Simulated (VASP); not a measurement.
# CoO (Fm-3m) in VASP: notebook

The runs below take CoO through single point, with PBEsol, PBE+D3(BJ), PBE.

Program: VASP 6.6.1. These are calculated values, not measurements. Logs are shortened: lines on timing, memory, paths and dates and some standing lists are left out, and cuts for length are marked.

## Step 1: The cell of the first run

It takes space group Fm-3m (No. 225, cubic). Conventional cell: a = 4.263 Å, b = 4.263 Å, c = 4.263 Å, α = 90.00°, β = 90.00°, γ = 90.00°. Within 2.8 Å of Co (site symmetry m-3m) lie 6 O at 2.13 Å. Within 2.8 Å of O (site symmetry m-3m) lie 6 Co at 2.13 Å.

## Step 2: Single point, PBEsol, collinear spin, ferromagnetic start

Contents of INCAR:

```
ALGO = Normal
EDIFF = 1E-6
ENCUT = 700
GGA = PS
GGA_COMPAT = F
ISIF = 2
ISMEAR = 0
ISPIN = 2
LASPH = T
LCHARG = F
LMAXMIX = 4
LORBIT = 11
LREAL = F
LWAVE = F
MAGMOM = 2 0
NBANDS = 22
NELM = 200
PREC = Accurate
SIGMA = 0.05
```

Contents of KPOINTS:

```
k-points
0
Gamma
  9 9 9
```

Contents of POSCAR:

```
CoO
1.0
    0.0000000000      2.1315000000      2.1315000000
    2.1315000000      0.0000000000      2.1315000000
    2.1315000000      2.1315000000      0.0000000000
Co O
1 1
Direct
    0.0000000000      0.0000000000      0.0000000000
    0.5000000000      0.5000000000      0.5000000000
```

Potentials or basis: VASP PAW PBE potentials, release 64 (Co_sv, O).

Command:

```
$ cat potpaw_PBE.64/Co_sv/POTCAR potpaw_PBE.64/O/POTCAR > POTCAR
$ mpirun -np 1 vasp_std > vasp.out
```

OUTCAR:

```text
EDIFF = 1E-6
   ENCUT = 700
   GGA = PS
   ISIF = 2
   ISMEAR = 0
   ISPIN = 2
   LASPH = T
   LORBIT = 11
   LREAL = F
   NELM = 200
   PREC = Accurate

 ion  position               nearest neighbor table
   1  0.000  0.000  0.000-   2 2.13   2 2.13   2 2.13   2 2.13   2 2.13   2 2.13
   2  0.500  0.500  0.500-   1 2.13   1 2.13   1 2.13   1 2.13   1 2.13   1 2.13

  LATTYP: Found a face centered cubic cell.
 ALAT       =     4.2630000000

  Lattice vectors:

 A1 = (   0.0000000000,   2.1315000000,   2.1315000000)
 A2 = (   2.1315000000,   0.0000000000,   2.1315000000)
 A3 = (   2.1315000000,   2.1315000000,   0.0000000000)

Analysis of symmetry for initial positions (statically):
=====================================================================
 Subroutine PRICEL returns:
 Original cell was already a primitive cell.

 Routine SETGRP: Setting up the symmetry group for a
 face centered cubic supercell.

 Subroutine GETGRP returns: Found 48 space group operations
 (whereof 48 operations were pure point group operations)
 out of a pool of 48 trial point group operations.

The static configuration has the point symmetry O_h .

Analysis of symmetry for dynamics (positions and initial velocities):
=====================================================================
 Subroutine PRICEL returns:
 Original cell was already a primitive cell.

 Routine SETGRP: Setting up the symmetry group for a
 face centered cubic supercell.

 Subroutine GETGRP returns: Found 48 space group operations
 (whereof 48 operations were pure point group operations)
 out of a pool of 48 trial point group operations.

The dynamic configuration has the point symmetry O_h .

Analysis of structural, dynamic, and magnetic symmetry:
=====================================================================
 Subroutine PRICEL returns:
 Original cell was already a primitive cell.

 Routine SETGRP: Setting up the symmetry group for a
 face centered cubic supercell.

 Subroutine GETGRP returns: Found 48 space group operations
 (whereof 48 operations were pure point group operations)
 out of a pool of 48 trial point group operations.

The overall configuration has the point symmetry O_h .

 Subroutine INISYM returns: Found 48 space group operations
 (whereof 48 operations are pure point group operations),
 and found     1 'primitive' translations

----------------------------------------------------------------------------------------

                                     Primitive cell

  volume of cell :      19.3681

  direct lattice vectors                    reciprocal lattice vectors
     0.000000000  2.131500000  2.131500000    -0.234576589  0.234576589  0.234576589
     2.131500000  0.000000000  2.131500000     0.234576589 -0.234576589  0.234576589
     2.131500000  2.131500000  0.000000000     0.234576589  0.234576589 -0.234576589

  length of vectors
     3.014396208  3.014396208  3.014396208     0.406298571  0.406298571  0.406298571

  position of ions in fractional coordinates (direct lattice)
     0.000000000  0.000000000  0.000000000
     0.500000000  0.500000000  0.500000000

  ion indices of the primitive-cell ions
   primitive index   ion index
                 1           1
                 2           2

----------------------------------------------------------------------------------------

 KPOINTS: k-points

Automatic generation of k-mesh.
 Grid dimensions read from file:
 generate k-points for:    9    9    9

 Generating k-lattice:

  Cartesian coordinates                     Fractional coordinates (reciprocal lattice)
    -0.026064065  0.026064065  0.026064065     0.111111111  0.000000000  0.000000000
     0.026064065 -0.026064065  0.026064065     0.000000000  0.111111111  0.000000000
     0.026064065  0.026064065 -0.026064065     0.000000000  0.000000000  0.111111111

  Length of vectors
     0.045144286  0.045144286  0.045144286

  Shift w.r.t. Gamma in fractional coordinates (k-lattice)
     0.000000000  0.000000000  0.000000000

 Subroutine IBZKPT returns following result:
 ===========================================

 Found     35 irreducible k-points:

 Following reciprocal coordinates:
            Coordinates               Weight
  0.000000  0.000000  0.000000      1.000000
  0.111111  0.000000  0.000000      8.000000
  0.222222  0.000000  0.000000      8.000000
  0.333333  0.000000  0.000000      8.000000
  0.444444  0.000000  0.000000      8.000000
  0.111111  0.111111  0.000000      6.000000
[... 16 lines left out ...]
 -0.333333  0.333333  0.000000     12.000000
  0.444444  0.444444  0.000000      6.000000
 [... further k-points ...]
   k-points           NKPTS =     35   k-points in BZ     NKDIM =     35   number of bands    NBANDS=     22
   number of dos      NEDOS =    301   number of ions     NIONS =      2
   total plane-waves  NPLWV =  21952
   dimension x,y,z NGX =    28 NGY =   28 NGZ =   28
   dimension x,y,z NGXF=    56 NGYF=   56 NGZF=   56
   ions per type =               1   1
   NGX,Y,Z   is equivalent  to a cutoff of  15.44, 15.44, 15.44 a.u.
   NGXF,Y,Z  is equivalent  to a cutoff of  30.88, 30.88, 30.88 a.u.
 SYSTEM =  unknown system
   PREC   = accura    normal or accurate (medium, high low for compatibility)
   ISTART =      0    job   : 0-new  1-cont  2-samecut
   ICHARG =      2    charge: 1-file 2-atom 10-const
   ISPIN  =      2    spin polarized calculation?
   LNONCOLLINEAR =      F non collinear calculations
   LSORBIT =      F    spin-orbit coupling
   LASPH  =      T    aspherical Exc in radial PAW
   ENCUT  =  700.0 eV  51.45 Ry    7.17 a.u.   6.50  6.50  6.50*2*pi/ulx,y,z
   NELM   =    200;   NELMIN=  2; NELMDL= -5     # of ELM steps
   EDIFF  = 0.1E-05   stopping-criterion for ELM
   LREAL  =      F    real-space projection
   EDIFFG = 0.1E-04   stopping-criterion for IOM
   NSW    =      0    number of steps for IOM
   IBRION =     -1    ionic relax: 0-MD 1-quasi-New 2-CG
   NFREE  =      0    steps in history (QN), initial steepest desc. (CG)
   ISIF   =      2    stress and relaxation
   ISYM   =      2    0-nonsym 1-usesym 2-fastsym
   POTIM  = 0.5000    time-step for ionic-motion
   TEBEG  =    0.0;   TEEND  =   0.0 temperature during run
   PSTRESS=    0.0 pullay stress
   NELECT =      23.0000    total number of electrons
   NUPDOWN=      -1.0000    fix difference up-down
   EMIN   =  10.00;   EMAX   =-10.00  energy-range for DOS
   EFERMI =   0.00;   METHOD = LEGACY
   ISMEAR =     0;   SIGMA  =   0.05  broadening in eV -4-tet -1-fermi 0-gaus
   EFERMI_NEDOS =   21; number of points for ismear=-14 and -15
   IALGO  =     38    algorithm
   IMIX   =      4    mixing-type and parameters
     AMIX     =   0.40;   BMIX     =  1.00
     AMIX_MAG =   1.60;   BMIX_MAG =  1.00
  volume/ion in A,a.u.               =       9.68        65.35
  Fermi-wavevector in a.u.,A,eV,Ry     =   1.733626  3.276078 40.891759  3.005460
  Thomas-Fermi vector in A             =   2.807577
   LORBIT       =     11    0 simple, 1 ext, 2 COOP (PROOUT), +10 PAW based schemes
   GGA     = PS    functional components
   LHFCALC =     F    Hartree Fock is set to
   AEXX    =    0.0000 exact exchange contribution
   IVDW    =     0    specifies the selected vdW correction
   LEPSILON=     F    determine dielectric tensor
   LRPA    =     F    only Hartree local field effects (RPA)
 spin polarized calculation
 Gauss-broadening in eV      SIGMA  =   0.05
  energy-cutoff  :      700.00
  volume of cell :       19.37
 maximum number of plane-waves:       869
 NGX is ok and might be reduce to    28
   NGX = 13   NGY = 13   NGZ = 13

 number of electron      23.0000015 magnetization       2.9890884

 Free energy of the ion-electron system (eV)
  ---------------------------------------------------
  ext. energy  EPLUGINS =         0.00000000
  ---------------------------------------------------
  free energy    TOTEN  =       -14.02482541 eV

  energy without entropy =      -14.02084973  energy(sigma->0) =      -14.02283757

 E-fermi :   8.8016     XC(G=0): -12.9437

 val. band max:        8.7950176942   @ k =  -0.4444   0.3333   0.1111
 cond. band min:       8.8208535043   @ k =   0.4444   0.2222   0.0000
 fundamental gap:      0.0258358101
 Fermi energy:         8.8015647024

 spin component 1

 k-point     1 :       0.0000    0.0000    0.0000
  band No.  band energies     occupation
      1     -87.8823      1.00000
      2     -51.2656      1.00000
      3     -51.2656      1.00000
      4     -51.2656      1.00000
      5     -11.4477      1.00000
      6       5.4687      1.00000
[... 14 lines left out ...]
     21      29.8907      0.00000
     22      33.2824      0.00000

 k-point     2 :       0.1111    0.0000    0.0000
  band No.  band energies     occupation
      1     -87.8818      1.00000
      2     -51.2696      1.00000
      3     -51.2659      1.00000
      4     -51.2659      1.00000
      5     -11.3193      1.00000
      6       4.3931      1.00000
[... 14 lines left out ...]
     21      31.5009      0.00000
     22      35.0335      0.00000

 k-point     3 :       0.2222    0.0000    0.0000
  band No.  band energies     occupation
      1     -87.8808      1.00000
      2     -51.2807      1.00000
      3     -51.2673      1.00000
      4     -51.2673      1.00000
      5     -10.9749      1.00000
      6       2.8032      1.00000
[... 14 lines left out ...]
     21      34.6994      0.00000
     22      37.5356      0.00000
[... 476 lines left out ...]
 k-point    23 :      -0.3333    0.3333    0.0000
  band No.  band energies     occupation
      1     -87.8779      1.00000
      2     -51.2907      1.00000
      3     -51.2898      1.00000
      4     -51.2745      1.00000
      5     -10.0959      1.00000
      6       1.7515      1.00000
[... 14 lines left out ...]
     21      37.2576      0.00000
     22      38.8812      0.00000

 k-point    24 :       0.4444    0.4444    0.0000
  band No.  band energies     occupation
      1     -87.8777      1.00000
      2     -51.2984      1.00000
      3     -51.2789      1.00000
      4     -51.2789      1.00000
      5     -10.2044      1.00000
      6       1.7626      1.00000
[... 14 lines left out ...]
     21      39.8702      0.00000
     22      39.8702      0.00000

 [... further k-points ...]

 spin component 2

 k-point     1 :       0.0000    0.0000    0.0000
  band No.  band energies     occupation
      1     -84.8173      1.00000
      2     -48.2719      1.00000
      3     -48.2718      1.00000
      4     -48.2718      1.00000
      5     -10.8911      1.00000
      6       6.1724      1.00000
[... 14 lines left out ...]
     21      30.8725      0.00000
     22      34.1604      0.00000

 k-point     2 :       0.1111    0.0000    0.0000
  band No.  band energies     occupation
      1     -84.8168      1.00000
      2     -48.2767      1.00000
      3     -48.2723      1.00000
      4     -48.2723      1.00000
      5     -10.7585      1.00000
      6       5.1632      1.00000
[... 14 lines left out ...]
     21      32.2747      0.00000
     22      35.9640      0.00000

 k-point     3 :       0.2222    0.0000    0.0000
  band No.  band energies     occupation
      1     -84.8156      1.00000
      2     -48.2898      1.00000
      3     -48.2739      1.00000
      4     -48.2739      1.00000
      5     -10.4024      1.00000
      6       3.4989      1.00000
[... 14 lines left out ...]
     21      35.1876      0.00000
     22      38.4484      0.00000
[... 476 lines left out ...]
 k-point    23 :      -0.3333    0.3333    0.0000
  band No.  band energies     occupation
      1     -84.8122      1.00000
      2     -48.3016      1.00000
      3     -48.3005      1.00000
      4     -48.2824      1.00000
      5      -9.4669      1.00000
      6       2.4763      1.00000
[... 14 lines left out ...]
     21      37.8758      0.00000
     22      39.6498      0.00000

 k-point    24 :       0.4444    0.4444    0.0000
  band No.  band energies     occupation
      1     -84.8120      1.00000
      2     -48.3108      1.00000
      3     -48.2877      1.00000
      4     -48.2876      1.00000
      5      -9.5658      1.00000
      6       2.2710      1.00000
[... 14 lines left out ...]
     21      40.0528      0.00000
     22      40.0528      0.00000

 [... further k-points ...]

------------------------ aborting loop because EDIFF is reached ----------------------------------------

  FORCE on cell =-STRESS in cart. coord.  units (eV):
  Direction    XX          YY          ZZ          XY          YZ          ZX
  --------------------------------------------------------------------------------------
  -------------------------------------------------------------------------------------
  Total       -1.4287722     -1.4287722     -1.4287722      0.0000000      0.0000000      0.0000000
  in kB     -118.1918630   -118.1918630   -118.1918630      0.0000000      0.0000000      0.0000000
  external PRESSURE =    -118.1918630 kB  Pullay stress =       0.0000000 kB

 VOLUME and BASIS-vectors are now :
 -----------------------------------------------------------------------------
  energy-cutoff  :      700.00
  volume of cell :       19.37
      direct lattice vectors                 reciprocal lattice vectors
     0.000000000  2.131500000  2.131500000    -0.234576589  0.234576589  0.234576589
     2.131500000  0.000000000  2.131500000     0.234576589 -0.234576589  0.234576589
     2.131500000  2.131500000  0.000000000     0.234576589  0.234576589 -0.234576589

 POSITION                                       TOTAL-FORCE (eV/Angst)
 -----------------------------------------------------------------------------------
      0.00000      0.00000      0.00000        -0.000000     -0.000000     -0.000000
      2.13150      2.13150      2.13150         0.000000      0.000000      0.000000
 -----------------------------------------------------------------------------------
    total drift:                                0.000000      0.000000      0.000000

  FREE ENERGIE OF THE ION-ELECTRON SYSTEM (eV)
  ---------------------------------------------------
  free  energy   TOTEN  =       -14.0248254065 eV

  energy  without entropy=      -14.0208497332  energy(sigma->0) =      -14.02283757

 total charge

# of ion       s       p       d       tot
------------------------------------------
    1        2.143   6.062   6.660  14.865
    2        1.545   3.406   0.000   4.951
--------------------------------------------------
tot          3.688   9.468   6.660  19.816

 magnetization (x)

# of ion       s       p       d       tot
------------------------------------------
    1        0.014   0.010   2.531   2.554
    2        0.029   0.298   0.000   0.328
--------------------------------------------------
tot          0.043   0.308   2.531   2.881
```

Run time: 56 s. Hardware: 1 thread of Intel Xeon Platinum 8259CL at 2.50GHz (Skylake/Cascade Lake), shared host; peak memory 0.19 GiB.

What came out:

| Quantity | Value |
| --- | --- |
| Free energy | -14.0248 eV |
| Pressure | -11.8 GPa |
| Band gap on the k mesh | zero (filled and empty bands overlap) |
| Net moment | 2.99 μB per cell |
| Site moments | Co +2.55; O +0.33 μB |
| Valence electrons inside the program's atomic spheres | Co 14.87; O 4.95 |

Levels at points of the mesh, in eV from the Fermi level:
Spin up:
| k point | band 10 | band 11 | band 12 | band 13 | band 14 | band 15 | band 16 | band 17 |
| --- | --- | --- | --- | --- | --- | --- | --- | --- |
| (0.00, 0.00, 0.00) | -3.26 | -3.19 | -3.19 | -3.19 | 0.76 | 16.47 | 17.78 | 17.78 |
Spin down:
```
           k point  band 7  band 8  band 9  band 10  band 11  band 12  band 13  band 14
(0.00, 0.00, 0.00)   -2.63   -2.63   -1.11    -1.11    -1.11    -0.12    -0.12     1.33
```

Caveat: the cell stands under tension; the PAW data sets were made with another functional, which shifts forces and pressure a little; a cell with one magnetic atom can't hold antiferromagnetic order, which such compounds often take; semilocal functionals often make such compounds metallic where correlation or magnetic order opens a gap, which also shifts bond lengths. With open d or f shells a metallic result of PBEsol can be an artefact of self-interaction; +U or a hybrid may open a gap.

## Step 3: Single point, PBE+D3(BJ), collinear spin, ferromagnetic start

This run uses another cell than the first one, of 9.63 Å³/atom.

Contents of INCAR:

```
PREC = Accurate ; ENCUT = 700
EDIFF = 1E-6 ; ISMEAR = -1
SIGMA = 0.05 ; LREAL = False
LASPH = True ; NELM = 200
ALGO = Normal ; ISIF = 2
LWAVE = False ; LCHARG = False
ISPIN = 2 ; MAGMOM = 2 0
LORBIT = 11 ; LMAXMIX = 4
GGA = PE ; IVDW = 12
NBANDS = 22 ; GGA_COMPAT = False
```

Contents of KPOINTS:

```
Automatic mesh
0
Gamma
  11 11 11
```

Contents of POSCAR:

```
CoO
1.0
    0.0000000000      2.1273253729      2.1273253729
    2.1273253729      0.0000000000      2.1273253729
    2.1273253729      2.1273253729      0.0000000000
Co O
1 1
Direct
    0.0000000000      0.0000000000      0.0000000000
    0.5000000000      0.5000000000      0.5000000000
```

Potentials or basis: VASP PAW PBE potentials, release 64 (Co_sv, O).

Command:

```
$ cat potpaw_PBE.64/Co_sv/POTCAR potpaw_PBE.64/O/POTCAR > POTCAR
$ mpirun -np 1 vasp_std > vasp.out
```

It took 59 s on 1 thread of Intel Xeon Platinum 8488C (Sapphire Rapids), shared host; peak memory 0.22 GiB.

The run converged. Its results:

```yaml
Free_energy: -13.6648 eV
Pressure: -1.1 GPa
Net_moment: 2.91 μB per cell
Site_moments: Co +2.51; O +0.29 μB
Valence_electrons_inside_the_program's_atomic_spheres: Co 14.88; O 4.98
Dispersion_energy_per_atom: -0.259 eV
```

Levels at points of the mesh, in eV from the Fermi level:
Spin up:
```csv
k point,band 10,band 11,band 12,band 13,band 14,band 15,band 16,band 17
"(0.00, 0.00, 0.00)",-3.18,-3.08,-3.08,-3.08,0.94,16.77,18.05,18.05
```
Spin down:
```csv
k point,band 6,band 7,band 8,band 9,band 10,band 11,band 12,band 13,band 14,band 15
"(0.00, 0.00, 0.00)",-2.64,-2.64,-2.64,-1.11,-1.11,-1.11,0.08,0.08,1.48,16.66
```

Caveat: a cell with one magnetic atom can't hold antiferromagnetic order, which such compounds often take; semilocal functionals often make such compounds metallic where correlation or magnetic order opens a gap, which also shifts bond lengths.

(Continued in part 2 of 2.)

The gap in the log of VASP goes by the Fermi energy; the results here count the filled bands.